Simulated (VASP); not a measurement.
# WC (P3m1) in VASP: single point with PBEsol

Aim: the single point of WC with PBEsol.

Everything below comes from runs of VASP 6.6.1. Logs are shortened: lines on timing, memory, paths and dates and some standing lists are left out, and cuts for length are marked.

## 1. The cell of the first run

The structure is trigonal, space group P3m1 (No. 156). Conventional cell: a = 2.901 Å, b = 2.901 Å, c = 2.829 Å, α = 90.00°, β = 90.00°, γ = 120.00°. Within 2.7 Å of W (site symmetry 3m) lie 6 C at 2.05 to 2.34 Å. Within 2.7 Å of C (site symmetry 3m) lie 6 W at 2.05 to 2.34 Å.

## 2. Single point, PBEsol (atom 1 (W) moved by (+0.000, -0.225) A along [1 1 0] and z)

Input file INCAR:

```
  PREC = Accurate
  ENCUT = 1300
  EDIFF = 1E-6
  ISMEAR = 0
  SIGMA = 0.15
  LREAL = F
  LASPH = T
  NELM = 120
  ALGO = Normal
  ISIF = 2
  LWAVE = F
  LCHARG = F
  GGA = PS
  NBANDS = 16
  GGA_COMPAT = F
```

Input file KPOINTS:

```
regular mesh
0
Gamma
  6 6 6
```

Input file POSCAR:

```
WC
1.0
    2.9005014360      0.0000000000      0.0000000000
   -1.4502507180      2.5119079273      0.0000000000
    0.0000000000      0.0000000000      2.8290000000
W C
1 1
Direct
    0.0000000000      0.0000000000     -0.0795334040
    0.6666666667      0.3333333333      0.5000000000
```

Potentials or basis: VASP PAW PBE potentials, release 64 (W_sv, C_h).

The run is started by

```bash
> cat potpaw_PBE.64/W_sv/POTCAR potpaw_PBE.64/C_h/POTCAR > POTCAR
> mpirun -np 1 vasp_std > vasp.out
```

OUTCAR:

```text
PREC = Accurate
   ENCUT = 1300
   EDIFF = 1E-6
   ISMEAR = 0
   LREAL = F
   LASPH = T
   NELM = 120
   ISIF = 2
   GGA = PS

 ion  position               nearest neighbor table
   1  0.000  0.000  0.920-   2 2.05   2 2.05   2 2.05   2 2.34   2 2.34   2 2.34
   2  0.667  0.333  0.500-   1 2.05   1 2.05   1 2.05   1 2.34   1 2.34   1 2.34

  LATTYP: Found a hexagonal cell.
 ALAT       =     2.9005014360
 C/A-ratio  =     0.9753485949

  Lattice vectors:

 A1 = (   2.9005014360,   0.0000000000,   0.0000000000)
 A2 = (  -1.4502507180,   2.5119079273,   0.0000000000)
 A3 = (   0.0000000000,   0.0000000000,   2.8290000000)

Analysis of symmetry for initial positions (statically):
=====================================================================
 Subroutine PRICEL returns:
 Original cell was already a primitive cell.

 Routine SETGRP: Setting up the symmetry group for a
 hexagonal supercell.

 Subroutine GETGRP returns: Found  6 space group operations
 (whereof  6 operations were pure point group operations)
 out of a pool of 24 trial point group operations.

The static configuration has the point symmetry C_3v.

Analysis of symmetry for dynamics (positions and initial velocities):
=====================================================================
 Subroutine PRICEL returns:
 Original cell was already a primitive cell.

 Routine SETGRP: Setting up the symmetry group for a
 hexagonal supercell.

 Subroutine GETGRP returns: Found  6 space group operations
 (whereof  6 operations were pure point group operations)
 out of a pool of 24 trial point group operations.

The dynamic configuration has the point symmetry C_3v.

 Subroutine INISYM returns: Found  6 space group operations
 (whereof  6 operations are pure point group operations),
 and found     1 'primitive' translations

----------------------------------------------------------------------------------------

                                     Primitive cell

  volume of cell :      20.6115

  direct lattice vectors                    reciprocal lattice vectors
     2.900501436  0.000000000  0.000000000     0.344767973  0.199051882  0.000000000
    -1.450250718  2.511907927  0.000000000     0.000000000  0.398103764  0.000000000
     0.000000000  0.000000000  2.829000000     0.000000000  0.000000000  0.353481796

  length of vectors
     2.900501436  2.900501436  2.829000000     0.398103764  0.398103764  0.353481796

  position of ions in fractional coordinates (direct lattice)
     0.000000000  0.000000000  0.920466596
     0.666666667  0.333333333  0.500000000

  ion indices of the primitive-cell ions
   primitive index   ion index
                 1           1
                 2           2

----------------------------------------------------------------------------------------

 KPOINTS: regular mesh

Automatic generation of k-mesh.
 Grid dimensions read from file:
 generate k-points for:    6    6    6

 Generating k-lattice:

  Cartesian coordinates                     Fractional coordinates (reciprocal lattice)
     0.057461329  0.033175314  0.000000000     0.166666667 -0.000000000  0.000000000
     0.000000000  0.066350627  0.000000000     0.000000000  0.166666667  0.000000000
     0.000000000  0.000000000  0.058913633     0.000000000  0.000000000  0.166666667

  Length of vectors
     0.066350627  0.066350627  0.058913633

  Shift w.r.t. Gamma in fractional coordinates (k-lattice)
     0.000000000  0.000000000  0.000000000

 Subroutine IBZKPT returns following result:
 ===========================================

 Found     34 irreducible k-points:

 Following reciprocal coordinates:
            Coordinates               Weight
  0.000000  0.000000  0.000000      1.000000
  0.166667 -0.000000  0.000000      6.000000
  0.333333 -0.000000  0.000000      6.000000
  0.500000 -0.000000  0.000000      3.000000
  0.166667  0.166667  0.000000      6.000000
  0.333333  0.166667  0.000000     12.000000
[... 16 lines left out ...]
  0.500000 -0.000000  0.333333      6.000000
  0.166667  0.166667  0.333333     12.000000
 [... further k-points ...]
   k-points           NKPTS =     34   k-points in BZ     NKDIM =     34   number of bands    NBANDS=     16
   number of dos      NEDOS =    301   number of ions     NIONS =      2
   total plane-waves  NPLWV =  46656
   dimension x,y,z NGX =    36 NGY =   36 NGZ =   36
   dimension x,y,z NGXF=    72 NGYF=   72 NGZF=   72
   ions per type =               1   1
   NGX,Y,Z   is equivalent  to a cutoff of  20.63, 20.63, 21.16 a.u.
   NGXF,Y,Z  is equivalent  to a cutoff of  41.27, 41.27, 42.31 a.u.
 SYSTEM =  unknown system
   PREC   = accura    normal or accurate (medium, high low for compatibility)
   ISTART =      0    job   : 0-new  1-cont  2-samecut
   ICHARG =      2    charge: 1-file 2-atom 10-const
   ISPIN  =      1    spin polarized calculation?
   LNONCOLLINEAR =      F non collinear calculations
   LSORBIT =      F    spin-orbit coupling
   LASPH  =      T    aspherical Exc in radial PAW
   ENCUT  = 1300.0 eV  95.55 Ry    9.77 a.u.   8.53  8.53  8.32*2*pi/ulx,y,z
   NELM   =    120;   NELMIN=  2; NELMDL= -5     # of ELM steps
   EDIFF  = 0.1E-05   stopping-criterion for ELM
   LREAL  =      F    real-space projection
   EDIFFG = 0.1E-04   stopping-criterion for IOM
   NSW    =      0    number of steps for IOM
   IBRION =     -1    ionic relax: 0-MD 1-quasi-New 2-CG
   NFREE  =      0    steps in history (QN), initial steepest desc. (CG)
   ISIF   =      2    stress and relaxation
   ISYM   =      2    0-nonsym 1-usesym 2-fastsym
   POTIM  = 0.5000    time-step for ionic-motion
   TEBEG  =    0.0;   TEEND  =   0.0 temperature during run
   PSTRESS=    0.0 pullay stress
   NELECT =      18.0000    total number of electrons
   NUPDOWN=      -1.0000    fix difference up-down
   EMIN   =  10.00;   EMAX   =-10.00  energy-range for DOS
   EFERMI =   0.00;   METHOD = LEGACY
   ISMEAR =     0;   SIGMA  =   0.15  broadening in eV -4-tet -1-fermi 0-gaus
   EFERMI_NEDOS =   21; number of points for ismear=-14 and -15
   IALGO  =     38    algorithm
   IMIX   =      4    mixing-type and parameters
     AMIX     =   0.40;   BMIX     =  1.00
     AMIX_MAG =   1.60;   BMIX_MAG =  1.00
  volume/ion in A,a.u.               =      10.31        69.55
  Fermi-wavevector in a.u.,A,eV,Ry     =   1.564813  2.957068 33.315762  2.448639
  Thomas-Fermi vector in A             =   2.667381
   LORBIT       =      0    0 simple, 1 ext, 2 COOP (PROOUT), +10 PAW based schemes
   GGA     = PS    functional components
   LHFCALC =     F    Hartree Fock is set to
   AEXX    =    0.0000 exact exchange contribution
   IVDW    =     0    specifies the selected vdW correction
   LEPSILON=     F    determine dielectric tensor
   LRPA    =     F    only Hartree local field effects (RPA)
 non-spin polarized calculation
 Gauss-broadening in eV      SIGMA  =   0.15
  energy-cutoff  :     1300.00
  volume of cell :       20.61
 maximum number of plane-waves:      2236
 NGX is ok and might be reduce to    36
   NGX = 17   NGY = 17   NGZ = 17

 number of electron      18.0000000 magnetization

 Free energy of the ion-electron system (eV)
  ---------------------------------------------------
  ext. energy  EPLUGINS =         0.00000000
  ---------------------------------------------------
  free energy    TOTEN  =       -23.52928619 eV

  energy without entropy =      -23.52399402  energy(sigma->0) =      -23.52664011

 E-fermi :  11.5686     XC(G=0): -13.9727

 val. band max:       11.4512690032   @ k =   0.0000   0.0000   0.3333
 cond. band min:      11.6271893843   @ k =   0.1667  -0.0000   0.3333
 fundamental gap:      0.1759203812
 Fermi energy:        11.5686218108

 k-point     1 :       0.0000    0.0000    0.0000
  band No.  band energies     occupation
      1     -62.4602      2.00000
      2     -26.4598      2.00000
      3     -26.3852      2.00000
      4     -26.3852      2.00000
      5      -3.0975      2.00000
      6       6.4505      2.00000
[... 8 lines left out ...]
     15      24.5123      0.00000
     16      28.2351      0.00000

 k-point     2 :       0.1667   -0.0000    0.0000
  band No.  band energies     occupation
      1     -62.4448      2.00000
      2     -26.6121      2.00000
      3     -26.4364      2.00000
      4     -26.4298      2.00000
      5      -2.3849      2.00000
      6       6.1601      2.00000
[... 8 lines left out ...]
     15      24.6406      0.00000
     16      28.8929      0.00000

 k-point     3 :       0.3333   -0.0000    0.0000
  band No.  band energies     occupation
      1     -62.4139      2.00000
      2     -27.0415      2.00000
      3     -26.5373      2.00000
      4     -26.3725      2.00000
      5      -0.7823      2.00000
      6       4.8235      2.00000
[... 8 lines left out ...]
     15      26.0864      0.00000
     16      27.8129      0.00000

 k-point     4 :       0.5000   -0.0000    0.0000
  band No.  band energies     occupation
      1     -62.3984      2.00000
      2     -27.2470      2.00000
      3     -26.5870      2.00000
      4     -26.3436      2.00000
      5       0.1815      2.00000
      6       4.3288      2.00000
[... 8 lines left out ...]
     15      24.5091      0.00000
     16      28.2269      0.00000

 k-point     5 :       0.1667    0.1667    0.0000
  band No.  band energies     occupation
      1     -62.4217      2.00000
      2     -26.8956      2.00000
      3     -26.5559      2.00000
      4     -26.3869      2.00000
      5      -1.1936      2.00000
      6       5.2155      2.00000
[... 8 lines left out ...]
     15      25.7373      0.00000
     16      29.2492      0.00000

 k-point     6 :       0.3333    0.1667    0.0000
  band No.  band energies     occupation
      1     -62.3985      2.00000
      2     -27.1410      2.00000
      3     -26.7028      2.00000
      4     -26.3435      2.00000
      5       0.2693      2.00000
      6       4.5767      2.00000
[... 8 lines left out ...]
     15      26.3737      0.00000
     16      28.0953      0.00000

 k-point     7 :       0.3333    0.3333    0.0000
  band No.  band energies     occupation
      1     -62.3907      2.00000
      2     -27.0247      2.00000
      3     -26.9560      2.00000
      4     -26.3290      2.00000
      5       0.9273      2.00000
      6       4.9155      2.00000
[... 8 lines left out ...]
     15      27.0826      0.00000
     16      27.3897      0.00000

 k-point     8 :       0.0000    0.0000    0.1667
  band No.  band energies     occupation
      1     -62.4496      2.00000
      2     -26.6597      2.00000
      3     -26.3679      2.00000
      4     -26.3679      2.00000
      5      -2.4510      2.00000
      6       6.1363      2.00000
[... 8 lines left out ...]
     15      25.6845      0.00000
     16      28.7887      0.00000

 k-point     9 :       0.1667   -0.0000    0.1667
  band No.  band energies     occupation
      1     -62.4343      2.00000
      2     -26.6362      2.00000
      3     -26.5805      2.00000
      4     -26.4184      2.00000
      5      -1.8093      2.00000
      6       6.0530      2.00000
[... 8 lines left out ...]
     15      24.3919      0.00000
     16      28.6235      0.00000
[... 172 lines left out ...]
 k-point    19 :       0.1667   -0.0000    0.3333
  band No.  band energies     occupation
      1     -62.4131      2.00000
      2     -27.0026      2.00000
      3     -26.5476      2.00000
      4     -26.3819      2.00000
      5      -0.4302      2.00000
      6       4.7269      2.00000
[... 8 lines left out ...]
     15      25.8138      0.00000
     16      28.7246      0.00000

 k-point    20 :       0.0000    0.1667    0.3333
  band No.  band energies     occupation
      1     -62.4131      2.00000
      2     -27.0025      2.00000
      3     -26.5479      2.00000
      4     -26.3818      2.00000
      5      -0.4424      2.00000
      6       4.8576      2.00000
[... 8 lines left out ...]
     15      25.9402      0.00000
     16      29.3662      0.00000

 k-point    21 :       0.3333   -0.0000    0.3333
  band No.  band energies     occupation
      1     -62.3827      2.00000
      2     -26.9703      2.00000
      3     -26.9105      2.00000
      4     -26.4782      2.00000
      5       0.1083      2.00000
      6       4.4098      2.00000
[... 8 lines left out ...]
     15      24.6896      0.00000
     16      29.0315      0.00000

 k-point    22 :       0.0000    0.3333    0.3333
  band No.  band energies     occupation
      1     -62.3827      2.00000
      2     -26.9678      2.00000
      3     -26.9133      2.00000
      4     -26.4780      2.00000
      5       0.0556      2.00000
      6       4.9217      2.00000
[... 8 lines left out ...]
     15      25.7923      0.00000
     16      29.0641      0.00000

 k-point    23 :       0.5000   -0.0000    0.3333
  band No.  band energies     occupation
      1     -62.3675      2.00000
      2     -27.1595      2.00000
      3     -26.8780      2.00000
      4     -26.5256      2.00000
      5       0.2401      2.00000
      6       4.2205      2.00000
[... 8 lines left out ...]
     15      25.6964      0.00000
     16      27.7718      0.00000

 k-point    24 :       0.1667    0.1667    0.3333
  band No.  band energies     occupation
      1     -62.3904      2.00000
      2     -26.9444      2.00000
      3     -26.8169      2.00000
      4     -26.4960      2.00000
      5       0.0012      2.00000
      6       5.2034      2.00000
[... 8 lines left out ...]
     15      25.3153      0.00000
     16      27.9823      0.00000

 [... further k-points ...]

------------------------ aborting loop because EDIFF is reached ----------------------------------------

  FORCE on cell =-STRESS in cart. coord.  units (eV):
  Direction    XX          YY          ZZ          XY          YZ          ZX
  --------------------------------------------------------------------------------------
  -------------------------------------------------------------------------------------
  Total        1.4008875      1.4008875      1.7604290      0.0000000      0.0000000      0.0000000
  in kB      108.8940384    108.8940384    136.8419779      0.0000000      0.0000000      0.0000000
  external PRESSURE =     118.2100182 kB  Pullay stress =       0.0000000 kB

 VOLUME and BASIS-vectors are now :
 -----------------------------------------------------------------------------
  energy-cutoff  :     1300.00
  volume of cell :       20.61
      direct lattice vectors                 reciprocal lattice vectors
     2.900501436  0.000000000  0.000000000     0.344767973  0.199051882  0.000000000
    -1.450250718  2.511907927  0.000000000     0.000000000  0.398103764  0.000000000
     0.000000000  0.000000000  2.829000000     0.000000000  0.000000000  0.353481796

 POSITION                                       TOTAL-FORCE (eV/Angst)
 -----------------------------------------------------------------------------------
      0.00000      0.00000      2.60400         0.000000      0.000000      3.574717
      1.45025      0.83730      1.41450         0.000000      0.000000     -3.574717
 -----------------------------------------------------------------------------------
    total drift:                               -0.000000      0.000000     -0.000613

  FREE ENERGIE OF THE ION-ELECTRON SYSTEM (eV)
  ---------------------------------------------------
  free  energy   TOTEN  =       -23.5292861897 eV

  energy  without entropy=      -23.5239940209  energy(sigma->0) =      -23.52664011
```

Run time: 27 s. Hardware: 1 thread of Intel Xeon Platinum 8488C (Sapphire Rapids), shared host; peak memory 0.24 GiB.

What came out:

* Free energy: -23.5293 eV
* Pressure: 11.8 GPa
* Largest force: 3.575 eV/Å
* Band gap on the k mesh: zero (bands 9 and 10 overlap by 1.36 eV)

Forces on the atoms (eV/Å):
```
W    0.000  0.000  3.575
C    0.000  0.000 -3.575
```

Caveat: the k points lie up to 0.42 Å⁻¹ apart, too coarse for converged energies and pressures of a metal; the cell differs from its parent crystal (atom 1 (W) moved by (+0.000, -0.225) A along [1 1 0] and z); the PAW data sets were made with another functional, which shifts forces and pressure a little; spin-orbit coupling is left out, which moves the levels of the heavy elements.

The gap in the log of VASP goes by the Fermi energy; the results here count the filled bands.